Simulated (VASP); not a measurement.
# Cr (P6/mmm) in VASP: relaxation of shape and atoms at fixed volume with PBE

Aim: the relaxation of shape and atoms at fixed volume of Cr with PBE.

Program: VASP 6.6.1. These are calculated values, not measurements. Logs are shortened: lines on timing, memory, paths and dates and some standing lists are left out, and cuts for length are marked.

## Step 1: The cell of the first run

It takes space group P6/mmm (No. 191, hexagonal). Conventional cell: a = 3.530 Å, b = 3.530 Å, c = 1.911 Å, α = 90.00°, β = 90.00°, γ = 120.00°. Within 2.5 Å of Cr (site symmetry 6/mmm) lie 14 Cr at 1.91 to 2.25 Å. Cr (site symmetry -6m2) has 11 Cr at 1.91 to 2.25 Å within 2.5 Å.

This isn't the form of Cr at room conditions, which is bcc.

## Step 2: Relaxation of shape and atoms at fixed volume, PBE, collinear spin, ferromagnetic start

Input file INCAR:

```
SYSTEM = Cr
  PREC = Accurate
  ENCUT = 600
  EDIFF = 1E-6
  ISMEAR = -1
  SIGMA = 0.1
  LREAL = .False.
  LASPH = .True.
  NELM = 150
  ALGO = Normal
  ISIF = 4
  LWAVE = .False.
  LCHARG = .False.
  ISPIN = 2
  MAGMOM = 2 2 2
  LORBIT = 11
  LMAXMIX = 4
  GGA = PE
  IBRION = 2
  NSW = 50
  EDIFFG = -0.005
```

Input file KPOINTS:

```
Automatic mesh
0
Gamma
  10 10 14
  0 0 0
```

Input file POSCAR:

```
Cr
1.0
    3.5302555873      0.0000000000      0.0000000000
   -1.7651277936      3.0572910205      0.0000000000
    0.0000000000      0.0000000000      1.9106664073
Cr
3
Direct
    0.0000000000      0.0000000000      0.0000000000
    0.3333333333      0.6666666667      0.5000000000
    0.6666666667      0.3333333333      0.5000000000
```

Potentials or basis: VASP PAW PBE potentials, release 64 (Cr_pv).

Command:

```console
cat potpaw_PBE.64/Cr_pv/POTCAR > POTCAR
mpirun -np 1 vasp_std > vasp.out
```

OUTCAR:

```text
SYSTEM = Cr
   PREC = Accurate
   ENCUT = 600
   EDIFF = 1E-6
   ISMEAR = -1
   LREAL = .False.
   LASPH = .True.
   NELM = 150
   ISIF = 4
   ISPIN = 2
   LORBIT = 11
   GGA = PE
   IBRION = 2
   NSW = 50
   EDIFFG = -0.005

 ion  position               nearest neighbor table
   1  0.000  0.000  0.000-   2 2.25   3 2.25   2 2.25   3 2.25   3 2.25   3 2.25   2 2.25   2 2.25
                             3 2.25   3 2.25   2 2.25   2 2.25
   2  0.333  0.667  0.500-   3 2.04   3 2.04   3 2.04   1 2.25   1 2.25   1 2.25   1 2.25   1 2.25
                             1 2.25   3 2.79   3 2.79   3 2.79   3 2.79   3 2.79   3 2.79
   3  0.667  0.333  0.500-   2 2.04   2 2.04   2 2.04   1 2.25   1 2.25   1 2.25   1 2.25   1 2.25
                             1 2.25   2 2.79   2 2.79   2 2.79   2 2.79   2 2.79   2 2.79

  LATTYP: Found a hexagonal cell.
 ALAT       =     3.5302555873
 C/A-ratio  =     0.5412260841

  Lattice vectors:

 A1 = (   3.5302555873,   0.0000000000,   0.0000000000)
 A2 = (  -1.7651277936,   3.0572910205,   0.0000000000)
 A3 = (   0.0000000000,   0.0000000000,   1.9106664073)

Analysis of symmetry for initial positions (statically):
=====================================================================
 Subroutine PRICEL returns:
 Original cell was already a primitive cell.

 Routine SETGRP: Setting up the symmetry group for a
 hexagonal supercell.

 Subroutine GETGRP returns: Found 24 space group operations
 (whereof 24 operations were pure point group operations)
 out of a pool of 24 trial point group operations.

The static configuration has the point symmetry D_6h.

Analysis of symmetry for dynamics (positions and initial velocities):
=====================================================================
 Subroutine PRICEL returns:
 Original cell was already a primitive cell.

 Routine SETGRP: Setting up the symmetry group for a
 hexagonal supercell.

 Subroutine GETGRP returns: Found 24 space group operations
 (whereof 24 operations were pure point group operations)
 out of a pool of 24 trial point group operations.

The dynamic configuration has the point symmetry D_6h.

Analysis of structural, dynamic, and magnetic symmetry:
=====================================================================
 Subroutine PRICEL returns:
 Original cell was already a primitive cell.

 Routine SETGRP: Setting up the symmetry group for a
 hexagonal supercell.

 Subroutine GETGRP returns: Found 24 space group operations
 (whereof 24 operations were pure point group operations)
 out of a pool of 24 trial point group operations.

The overall configuration has the point symmetry D_6h.

 Subroutine INISYM returns: Found 24 space group operations
 (whereof 24 operations are pure point group operations),
 and found     1 'primitive' translations

----------------------------------------------------------------------------------------

                                     Primitive cell

  volume of cell :      20.6219

  direct lattice vectors                    reciprocal lattice vectors
     3.530255587  0.000000000  0.000000000     0.283265609  0.163543476  0.000000000
    -1.765127794  3.057291021  0.000000000     0.000000000  0.327086952  0.000000000
     0.000000000  0.000000000  1.910666407     0.000000000  0.000000000  0.523377601

  length of vectors
     3.530255587  3.530255587  1.910666407     0.327086952  0.327086952  0.523377601

  position of ions in fractional coordinates (direct lattice)
     0.000000000  0.000000000  0.000000000
     0.333333333  0.666666667  0.500000000
     0.666666667  0.333333333  0.500000000

  ion indices of the primitive-cell ions
   primitive index   ion index
                 1           1
                 2           2
                 3           3

----------------------------------------------------------------------------------------

 KPOINTS: Automatic mesh

Automatic generation of k-mesh.
 Grid dimensions read from file:
 generate k-points for:   10   10   14

 Generating k-lattice:

  Cartesian coordinates                     Fractional coordinates (reciprocal lattice)
     0.028326561  0.016354348  0.000000000     0.100000000  0.000000000  0.000000000
     0.000000000  0.032708695  0.000000000     0.000000000  0.100000000  0.000000000
     0.000000000  0.000000000  0.037384114     0.000000000  0.000000000  0.071428571

  Length of vectors
     0.032708695  0.032708695  0.037384114

  Shift w.r.t. Gamma in fractional coordinates (k-lattice)
     0.000000000  0.000000000  0.000000000

 Subroutine IBZKPT returns following result:
 ===========================================

 Found    112 irreducible k-points:

 Following reciprocal coordinates:
            Coordinates               Weight
  0.000000  0.000000  0.000000      1.000000
  0.100000 -0.000000  0.000000      6.000000
  0.200000 -0.000000  0.000000      6.000000
  0.300000  0.000000  0.000000      6.000000
  0.400000 -0.000000  0.000000      6.000000
  0.500000 -0.000000  0.000000      3.000000
[... 16 lines left out ...]
  0.300000  0.100000  0.071429     24.000000
  0.400000  0.100000  0.071429     24.000000
 [... further k-points ...]
   k-points           NKPTS =    112   k-points in BZ     NKDIM =    112   number of bands    NBANDS=     25
   number of dos      NEDOS =    301   number of ions     NIONS =      3
   total plane-waves  NPLWV =  12544
   dimension x,y,z NGX =    28 NGY =   28 NGZ =   16
   dimension x,y,z NGXF=    56 NGYF=   56 NGZF=   32
   ions per type =               3
   NGX,Y,Z   is equivalent  to a cutoff of  13.19, 13.19, 13.92 a.u.
   NGXF,Y,Z  is equivalent  to a cutoff of  26.37, 26.37, 27.84 a.u.
 SYSTEM =  Cr
   PREC   = accura    normal or accurate (medium, high low for compatibility)
   ISTART =      0    job   : 0-new  1-cont  2-samecut
   ICHARG =      2    charge: 1-file 2-atom 10-const
   ISPIN  =      2    spin polarized calculation?
   LNONCOLLINEAR =      F non collinear calculations
   LSORBIT =      F    spin-orbit coupling
   LASPH  =      T    aspherical Exc in radial PAW
   ENCUT  =  600.0 eV  44.10 Ry    6.64 a.u.   7.05  7.05  3.82*2*pi/ulx,y,z
   NELM   =    150;   NELMIN=  2; NELMDL= -5     # of ELM steps
   EDIFF  = 0.1E-05   stopping-criterion for ELM
   LREAL  =      F    real-space projection
   EDIFFG = -.5E-02   stopping-criterion for IOM
   NSW    =     50    number of steps for IOM
   IBRION =      2    ionic relax: 0-MD 1-quasi-New 2-CG
   NFREE  =      1    steps in history (QN), initial steepest desc. (CG)
   ISIF   =      4    stress and relaxation
   ISYM   =      2    0-nonsym 1-usesym 2-fastsym
   POTIM  = 0.5000    time-step for ionic-motion
   TEBEG  =    0.0;   TEEND  =   0.0 temperature during run
   PSTRESS=    0.0 pullay stress
   NELECT =      36.0000    total number of electrons
   NUPDOWN=      -1.0000    fix difference up-down
   EMIN   =  10.00;   EMAX   =-10.00  energy-range for DOS
   EFERMI =   0.00;   METHOD = LEGACY
   ISMEAR =    -1;   SIGMA  =   0.10  broadening in eV -4-tet -1-fermi 0-gaus
   EFERMI_NEDOS =   21; number of points for ismear=-14 and -15
   IALGO  =     38    algorithm
   IMIX   =      4    mixing-type and parameters
     AMIX     =   0.40;   BMIX     =  1.00
     AMIX_MAG =   1.60;   BMIX_MAG =  1.00
  volume/ion in A,a.u.               =       6.87        46.39
  Fermi-wavevector in a.u.,A,eV,Ry     =   1.971211  3.725048 52.867776  3.885672
  Thomas-Fermi vector in A             =   2.993784
   LORBIT       =     11    0 simple, 1 ext, 2 COOP (PROOUT), +10 PAW based schemes
   GGA     = PE    functional components
   LHFCALC =     F    Hartree Fock is set to
   AEXX    =    0.0000 exact exchange contribution
   IVDW    =     0    specifies the selected vdW correction
   LEPSILON=     F    determine dielectric tensor
   LRPA    =     F    only Hartree local field effects (RPA)
 conjugate gradient relaxation of ions
 spin polarized calculation
  energy-cutoff  :      600.00
  volume of cell :       20.62
 maximum number of plane-waves:       704
   NGX = 15   NGY = 15   NGZ =  7

--------------------------------------- Ionic step        1  -------------------------------------------

 number of electron      35.9999987 magnetization      -0.0002641

 number of electron      35.9999987 magnetization       0.0002649

 Free energy of the ion-electron system (eV)
  ---------------------------------------------------
  ext. energy  EPLUGINS =         0.00000000
  ---------------------------------------------------
  free energy    TOTEN  =       -16.00239357 eV

  energy without entropy =      -15.91270963  energy(sigma->0) =      -15.95755160

------------------------ aborting loop because EDIFF is reached ----------------------------------------

  FORCE on cell =-STRESS in cart. coord.  units (eV):
  Direction    XX          YY          ZZ          XY          YZ          ZX
  --------------------------------------------------------------------------------------
  -------------------------------------------------------------------------------------
  Total       48.9715863     48.9715863     55.8696798      0.0000000      0.0000000      0.0000000
  in kB     3804.7572786   3804.7572788   4340.6919610      0.0000001      0.0000000      0.0000000
  external PRESSURE =    3983.4021728 kB  Pullay stress =       0.0000000 kB
[... 178 lines left out ...]
--------------------------------------- Ionic step        6  -------------------------------------------

 number of electron      36.0000012 magnetization      -0.0000003

 number of electron      36.0000012 magnetization       0.0000000

 Free energy of the ion-electron system (eV)
  ---------------------------------------------------
  ext. energy  EPLUGINS =         0.00000000
  ---------------------------------------------------
  free energy    TOTEN  =       -16.08225242 eV

  energy without entropy =      -15.98791458  energy(sigma->0) =      -16.03508350

 E-fermi :  20.1923     XC(G=0): -16.9360

 val. band max:       20.1899408129   @ k =   0.1000   0.1000   0.4286
 cond. band min:      20.2020214680   @ k =   0.0000   0.0000   0.4286
 fundamental gap:      0.0120806551
 Fermi energy:        20.1922832771

 spin component 1

 k-point     1 :       0.0000    0.0000    0.0000
  band No.  band energies     occupation
      1     -24.3217      1.00000
      2     -24.3217      1.00000
      3     -23.8629      1.00000
      4     -23.8629      1.00000
      5     -21.4889      1.00000
      6     -21.2869      1.00000
[... 661 lines left out ...]
     24      24.3543      0.00000
     25      24.9015      0.00000

 [... further k-points ...]

 spin component 2

 k-point     1 :       0.0000    0.0000    0.0000
  band No.  band energies     occupation
      1     -24.3217      1.00000
      2     -24.3217      1.00000
      3     -23.8629      1.00000
      4     -23.8629      1.00000
      5     -21.4889      1.00000
      6     -21.2869      1.00000
[... 661 lines left out ...]
     24      24.3543      0.00000
     25      24.9015      0.00000

 [... further k-points ...]
[... 5 lines left out ...]
  --------------------------------------------------------------------------------------
  -------------------------------------------------------------------------------------
  Total       50.6067213     50.6067213     50.6119246      0.0000000     -0.0000000      0.0000000
  in kB     3931.7960840   3931.7960843   3932.2003407      0.0000002     -0.0000000      0.0000000
  external PRESSURE =    3931.9308363 kB  Pullay stress =       0.0000000 kB
[... 18 lines left out ...]
  FREE ENERGIE OF THE ION-ELECTRON SYSTEM (eV)
  ---------------------------------------------------
  free  energy   TOTEN  =       -16.0822524160 eV

  energy  without entropy=      -15.9879145849  energy(sigma->0) =      -16.03508350

 reached required accuracy - stopping structural energy minimisation

 total charge

# of ion       s       p       d       tot
------------------------------------------
    1        0.646   6.801   5.325  12.771
    2        0.654   6.742   5.449  12.845
    3        0.654   6.742   5.449  12.845
--------------------------------------------------
tot          1.953  20.285  16.222  38.461

 magnetization (x)

# of ion       s       p       d       tot
------------------------------------------
    1        0.000   0.000  -0.000   0.000
    2       -0.000   0.000   0.000  -0.000
    3       -0.000   0.000   0.000  -0.000
--------------------------------------------------
tot         -0.000   0.000   0.000  -0.000
```

Run time: 12 min. Hardware: 1 thread of Intel Xeon 8259CL, shared host; peak memory 0.22 GiB.

What came out:

```yaml
Free_energy: -16.0823 eV
Energy_gained_by_relaxing: 26.6 meV/atom
Ionic_steps: 6
Pressure_after_relaxing: 393.2 GPa
Band_gap_on_the_k_mesh: zero (filled and empty bands overlap)
Net_moment: 0.00 μB per cell
```

The path:
```csv
step,energy change (eV),largest force (eV/Å),pressure (GPa),volume (Å³)
1,0.0000,0.0000,398.34,20.62
2,0.1294,0.0000,387.29,20.62
3,-0.0799,0.0000,393.21,20.62
4,-0.0798,0.0000,393.13,20.62
5,-0.0798,0.0000,393.26,20.62
6,-0.0799,0.0000,393.19,20.62
```

Final structure:
```
Cr
1.0
     3.48769    0.00000    0.00000
    -1.74385    3.02043    0.00000
     0.00000    0.00000    1.95759
Cr
3
Direct
  0.00000 0.00000 0.00000
  0.33333 0.66667 0.50000
  0.66667 0.33333 0.50000
```

Caveat: the moments typed at the start vanished in this run.
